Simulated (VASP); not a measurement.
# Sn4Se3 (R-3m) in VASP: relaxation of cell and atoms with PBE

Aim: the relaxation of cell and atoms of Sn4Se3 with PBE.

All numbers are computed with VASP 6.6.1; they aren't measurements. Logs are shortened: lines on timing, memory, paths and dates and some standing lists are left out, and cuts for length are marked.

## 1. The cell of the first run

It takes space group R-3m (No. 166, trigonal). Conventional cell: a = 6.315 Å, b = 6.315 Å, c = 19.309 Å, α = 90.00°, β = 90.00°, γ = 120.00°. Within 4.2 Å of Sn (site symmetry 2/m) lie 6 Sn at 3.16 Å and 4 Se at 3.70 Å. Within 4.2 Å of Sn (site symmetry -3m) lie 6 Sn at 3.16 Å and 6 Se at 3.70 Å. Within 4.2 Å of Se (site symmetry 2/m) lie 4 Se at 3.16 Å and 6 Sn at 3.70 Å.

The cell was generated, and may not be a known phase.

## 2. Relaxation of cell and atoms, PBE

Input file INCAR:

```
SYSTEM = Sn4Se3
ALGO     = Normal         ! electronic algorithm
EDIFF    = 1E-7           ! SCF threshold, eV
EDIFFG   = -0.08          ! ionic threshold
ENCUT    = 600            ! plane-wave cutoff, eV
GGA      = PE             ! functional
IBRION   = 2              ! ionic algorithm
ISIF     = 3              ! what is computed and relaxed
ISMEAR   = 0              ! smearing method
LASPH    = .True.         ! aspherical terms in the spheres
LCHARG   = .False.        ! write CHGCAR
LREAL    = .False.        ! projectors in reciprocal space
LWAVE    = .False.        ! write WAVECAR
NELM     = 60             ! most SCF steps
NSW      = 36             ! ionic steps
PREC     = Accurate       ! precision mode
SIGMA    = 0.2            ! smearing width, eV
```

Input file KPOINTS:

```
k-points
0
Gamma
  3 3 3
  0 0 0
```

Input file POSCAR:

```
Sn4Se3
1.0
    3.1573168500      1.8228777300      6.4364105500
   -3.1573168500      1.8228777300      6.4364105500
    0.0000000000     -3.6457554700      6.4364105500
Sn Se
4 3
Direct
    0.0000000000      0.0000000000      0.5000000000
    0.5000000000      0.0000000000      0.0000000000
    0.0000000000      0.5000000000      0.0000000000
    0.5000000000      0.5000000000      0.5000000000
    0.5000000000      0.5000000000      0.0000000000
    0.0000000000      0.5000000000      0.5000000000
    0.5000000000      0.0000000000      0.5000000000
```

Potentials or basis: VASP PAW PBE potentials, release 64 (Sn_d, Se).

Started as:

```sh
$ cat potpaw_PBE.64/Sn_d/POTCAR potpaw_PBE.64/Se/POTCAR > POTCAR
$ mpirun -np 1 vasp_std > vasp.out
```

OUTCAR:

```text
SYSTEM = Sn4Se3
   EDIFF = 1E-7
   EDIFFG = -0.08
   ENCUT = 600
   GGA = PE
   IBRION = 2
   ISIF = 3
   ISMEAR = 0
   LASPH = .True.
   LREAL = .False.
   NELM = 60
   NSW = 36
   PREC = Accurate

 ion  position               nearest neighbor table
   1  0.000  0.000  0.500-   4 3.16   4 3.16   3 3.16   2 3.16   2 3.16   3 3.16
   2  0.500  0.000  0.000-   3 3.16   3 3.16   1 3.16   4 3.16   1 3.16   4 3.16
   3  0.000  0.500  0.000-   2 3.16   2 3.16   1 3.16   1 3.16   4 3.16   4 3.16
   4  0.500  0.500  0.500-   1 3.16   1 3.16   2 3.16   2 3.16   3 3.16   3 3.16
   5  0.500  0.500  0.000-
   6  0.000  0.500  0.500-
   7  0.500  0.000  0.500-

  LATTYP: Found a trigonal (rhomboedric) cell.
 ALAT       =     7.3972233762
 COS(alpha) =     0.6356415353

  Lattice vectors:

 A1 = (   3.1573168500,   1.8228777300,   6.4364105500)
 A2 = (  -3.1573168500,   1.8228777300,   6.4364105500)
 A3 = (   0.0000000000,  -3.6457554700,   6.4364105500)

Analysis of symmetry for initial positions (statically):
=====================================================================
 Subroutine PRICEL returns:
 Original cell was already a primitive cell.

 Routine SETGRP: Setting up the symmetry group for a
 trigonal (rhombohedral) supercell.

 Subroutine GETGRP returns: Found 12 space group operations
 (whereof 12 operations were pure point group operations)
 out of a pool of 12 trial point group operations.

The static configuration has the point symmetry D_3d.

Analysis of symmetry for dynamics (positions and initial velocities):
=====================================================================
 Subroutine PRICEL returns:
 Original cell was already a primitive cell.

 Routine SETGRP: Setting up the symmetry group for a
 trigonal (rhombohedral) supercell.

 Subroutine GETGRP returns: Found 12 space group operations
 (whereof 12 operations were pure point group operations)
 out of a pool of 12 trial point group operations.

The dynamic configuration has the point symmetry D_3d.

 Subroutine INISYM returns: Found 12 space group operations
 (whereof 12 operations are pure point group operations),
 and found     1 'primitive' translations

----------------------------------------------------------------------------------------

                                     Primitive cell

  volume of cell :     222.2648

  direct lattice vectors                    reciprocal lattice vectors
     3.157316850  1.822877730  6.436410550     0.158362313  0.091430524  0.051788700
    -3.157316850  1.822877730  6.436410550    -0.158362313  0.091430524  0.051788700
     0.000000000 -3.645755470  6.436410550     0.000000000 -0.182861048  0.051788700

  length of vectors
     7.397223376  7.397223376  7.397223379     0.190053236  0.190053236  0.190053236

  position of ions in fractional coordinates (direct lattice)
     0.000000000  0.000000000  0.500000000
     0.500000000  0.000000000  1.000000000
     0.000000000  0.500000000  1.000000000
     0.500000000  0.500000000  0.500000000
     0.500000000  0.500000000  1.000000000
     0.000000000  0.500000000  0.500000000
     0.500000000  0.000000000  0.500000000

  ion indices of the primitive-cell ions
   primitive index   ion index
                 1           1
                 2           2
                 3           3
                 4           4
                 5           5
                 6           6
                 7           7

----------------------------------------------------------------------------------------

 KPOINTS: k-points

Automatic generation of k-mesh.
 Grid dimensions read from file:
 generate k-points for:    3    3    3

 Generating k-lattice:

  Cartesian coordinates                     Fractional coordinates (reciprocal lattice)
     0.052787438  0.030476841  0.017262900     0.333333333  0.000000000 -0.000000000
    -0.052787438  0.030476841  0.017262900     0.000000000  0.333333333 -0.000000000
     0.000000000 -0.060953683  0.017262900    -0.000000000 -0.000000000  0.333333333

  Length of vectors
     0.063351079  0.063351079  0.063351079

  Shift w.r.t. Gamma in fractional coordinates (k-lattice)
     0.000000000  0.000000000  0.000000000

 Subroutine IBZKPT returns following result:
 ===========================================

 Found      6 irreducible k-points:

 Following reciprocal coordinates:
            Coordinates               Weight
  0.000000  0.000000  0.000000      1.000000
  0.333333 -0.000000 -0.000000      6.000000
  0.333333  0.333333 -0.000000      6.000000
 -0.333333  0.333333  0.000000      6.000000
  0.333333  0.333333  0.333333      2.000000
 -0.333333  0.333333  0.333333      6.000000
   k-points           NKPTS =      6   k-points in BZ     NKDIM =      6   number of bands    NBANDS=     44
   number of dos      NEDOS =    301   number of ions     NIONS =      7
   total plane-waves  NPLWV = 216000
   dimension x,y,z NGX =    60 NGY =   60 NGZ =   60
   dimension x,y,z NGXF=   120 NGYF=  120 NGZF=  120
   ions per type =               4   3
   NGX,Y,Z   is equivalent  to a cutoff of  13.48, 13.48, 13.48 a.u.
   NGXF,Y,Z  is equivalent  to a cutoff of  26.97, 26.97, 26.97 a.u.
 SYSTEM =  Sn4Se3
   PREC   = accura    normal or accurate (medium, high low for compatibility)
   ISTART =      0    job   : 0-new  1-cont  2-samecut
   ICHARG =      2    charge: 1-file 2-atom 10-const
   ISPIN  =      1    spin polarized calculation?
   LNONCOLLINEAR =      F non collinear calculations
   LSORBIT =      F    spin-orbit coupling
   LASPH  =      T    aspherical Exc in radial PAW
   ENCUT  =  600.0 eV  44.10 Ry    6.64 a.u.  14.77 14.77 14.77*2*pi/ulx,y,z
   NELM   =     60;   NELMIN=  2; NELMDL= -5     # of ELM steps
   EDIFF  = 0.1E-06   stopping-criterion for ELM
   LREAL  =      F    real-space projection
   EDIFFG = -.8E-01   stopping-criterion for IOM
   NSW    =     36    number of steps for IOM
   IBRION =      2    ionic relax: 0-MD 1-quasi-New 2-CG
   NFREE  =      1    steps in history (QN), initial steepest desc. (CG)
   ISIF   =      3    stress and relaxation
   ISYM   =      2    0-nonsym 1-usesym 2-fastsym
   POTIM  = 0.5000    time-step for ionic-motion
   TEBEG  =    0.0;   TEEND  =   0.0 temperature during run
   PSTRESS=    0.0 pullay stress
   NELECT =      74.0000    total number of electrons
   NUPDOWN=      -1.0000    fix difference up-down
   EMIN   =  10.00;   EMAX   =-10.00  energy-range for DOS
   EFERMI =   0.00;   METHOD = LEGACY
   ISMEAR =     0;   SIGMA  =   0.20  broadening in eV -4-tet -1-fermi 0-gaus
   EFERMI_NEDOS =   21; number of points for ismear=-14 and -15
   IALGO  =     38    algorithm
   IMIX   =      4    mixing-type and parameters
     AMIX     =   0.40;   BMIX     =  1.00
     AMIX_MAG =   1.60;   BMIX_MAG =  1.00
  volume/ion in A,a.u.               =      31.75       214.27
  Fermi-wavevector in a.u.,A,eV,Ry     =   1.134650  2.144177 17.516551  1.287430
  Thomas-Fermi vector in A             =   2.271354
   LORBIT       =      0    0 simple, 1 ext, 2 COOP (PROOUT), +10 PAW based schemes
   GGA     = PE    functional components
   LHFCALC =     F    Hartree Fock is set to
   AEXX    =    0.0000 exact exchange contribution
   IVDW    =     0    specifies the selected vdW correction
   LEPSILON=     F    determine dielectric tensor
   LRPA    =     F    only Hartree local field effects (RPA)
 conjugate gradient relaxation of ions
 non-spin polarized calculation
 Gauss-broadening in eV      SIGMA  =   0.20
  energy-cutoff  :      600.00
  volume of cell :      222.26
 maximum number of plane-waves:      7445
   NGX = 29   NGY = 29   NGZ = 29

--------------------------------------- Ionic step        1  -------------------------------------------

 number of electron      74.0000004 magnetization

 Free energy of the ion-electron system (eV)
  ---------------------------------------------------
  ext. energy  EPLUGINS =         0.00000000
  ---------------------------------------------------
  free energy    TOTEN  =       -23.65051959 eV

  energy without entropy =      -23.45270993  energy(sigma->0) =      -23.55161476

 E-fermi :   4.0775     XC(G=0):  -8.9875

 val. band max:        4.0407554709   @ k =   0.3333  -0.0000  -0.0000
 cond. band min:       4.0823295563   @ k =   0.3333   0.3333  -0.0000
 fundamental gap:      0.0415740854
 Fermi energy:         4.0775239413

 k-point     1 :       0.0000    0.0000    0.0000
  band No.  band energies     occupation
      1     -17.6540      2.00000
      2     -17.6498      2.00000
      3     -17.6479      2.00000
      4     -17.6479      2.00000
      5     -17.5747      2.00000
      6     -17.5687      2.00000
[... 387 lines left out ...]
  FREE ENERGIE OF THE ION-ELECTRON SYSTEM (eV)
  ---------------------------------------------------
  free  energy   TOTEN  =       -24.0283083807 eV

  energy  without entropy=      -23.9438043599  energy(sigma->0) =      -23.98605637

 E-fermi :  10.2949     XC(G=0): -11.4701

 val. band max:       10.2354193592   @ k =   0.3333   0.3333  -0.0000
 cond. band min:      10.3437642482   @ k =  -0.3333   0.3333   0.3333
 fundamental gap:      0.1083448890
 Fermi energy:        10.2948600694

 k-point     1 :       0.0000    0.0000    0.0000
  band No.  band energies     occupation
      1     -11.5879      2.00000
      2     -11.5879      2.00000
      3     -11.4596      2.00000
      4     -11.4596      2.00000
      5     -11.4340      2.00000
      6     -11.3703      2.00000
[... 271 lines left out ...]
     43      13.9376      0.00000
     44      14.6394      0.00000

[... ionic steps 4 to 25 ...]

--------------------------------------- Ionic step       26  -------------------------------------------

 number of electron      74.0000011 magnetization

 E-fermi :   8.0019     XC(G=0): -10.6248

 val. band max:        7.9940963513   @ k =   0.3333  -0.0000  -0.0000
 cond. band min:       8.1318193858   @ k =   0.3333   0.3333  -0.0000
 fundamental gap:      0.1377230346
 Fermi energy:         8.0018880930

 k-point     1 :       0.0000    0.0000    0.0000
  band No.  band energies     occupation
      1     -13.6098      2.00000
      2     -13.6098      2.00000
      3     -13.5805      2.00000
      4     -13.5805      2.00000
      5     -13.5346      2.00000
      6     -13.5256      2.00000
[... 350 lines left out ...]
  energy  without entropy=      -26.2888955595  energy(sigma->0) =      -26.33462766

--------------------------------------- Ionic step       28  -------------------------------------------

 number of electron      74.0000001 magnetization

 Free energy of the ion-electron system (eV)
  ---------------------------------------------------
  ext. energy  EPLUGINS =         0.00000000
  ---------------------------------------------------
  free energy    TOTEN  =       -26.38331010 eV

  energy without entropy =      -26.29163963  energy(sigma->0) =      -26.33747486

 E-fermi :   5.9359     XC(G=0):  -9.7343

 val. band max:        5.8718495894   @ k =  -0.3333   0.3333   0.0000
 cond. band min:       5.9596370601   @ k =   0.3333  -0.0000  -0.0000
 fundamental gap:      0.0877874708
 Fermi energy:         5.9358807534

 k-point     1 :       0.0000    0.0000    0.0000
  band No.  band energies     occupation
      1     -15.7791      2.00000
      2     -15.7791      2.00000
      3     -15.7553      2.00000
      4     -15.7553      2.00000
      5     -15.7439      2.00000
      6     -15.7439      2.00000
[... 305 lines left out ...]
  FREE ENERGIE OF THE ION-ELECTRON SYSTEM (eV)
  ---------------------------------------------------
  free  energy   TOTEN  =       -26.3833101034 eV

  energy  without entropy=      -26.2916396264  energy(sigma->0) =      -26.33747486

 reached required accuracy - stopping structural energy minimisation
```

Wall time 27 min (1 thread of AMD EPYC 9R45 (Zen 5), shared host); peak memory 0.53 GiB.

Results:

```
Free energy                           : -26.3833 eV
Relaxed volume                        : 27.33 Å³/atom
Relaxed cell                          : a = 6.379 Å, b = 6.379 Å, c = 6.379 Å, α = 110.56°, β = 110.56°, γ = 110.56°
Space group after relaxing (to 0.1 Å) : R-3m (No. 166)
Pressure after relaxing               : 0.0 GPa
Band gap on the k mesh                : zero (bands 37 and 38 overlap by 1.80 eV)
```

Stress tensor (GPa, compression positive):
```
-0.27  0.00  0.00
 0.00 -0.27  0.00
 0.00  0.00  0.44
```

Final structure:
```yaml
crystal:
  lattice:
    - [5.24282, 3.02694, 2.00898]
    - [-5.24282, 3.02694, 2.00898]
    - [0.00000, -6.05389, 2.00898]
  atoms:
    - { symbol: Sn, position: [0.00000, 0.00000, 0.50000] }
    - { symbol: Sn, position: [0.50000, 0.00000, 0.00000] }
    - { symbol: Sn, position: [0.00000, 0.50000, 0.00000] }
    - { symbol: Sn, position: [0.50000, 0.50000, 0.50000] }
    - { symbol: Se, position: [0.50000, 0.50000, 0.00000] }
    - { symbol: Se, position: [0.00000, 0.50000, 0.50000] }
    - { symbol: Se, position: [0.50000, 0.00000, 0.50000] }
```

Caveat: the k points lie up to 0.42 Å⁻¹ apart in the final cell, too coarse for converged energies and pressures of a metal; spin-orbit coupling is left out, which moves the levels of the heavy elements.

The gap in the log of VASP goes by the Fermi energy; the results here count the filled bands.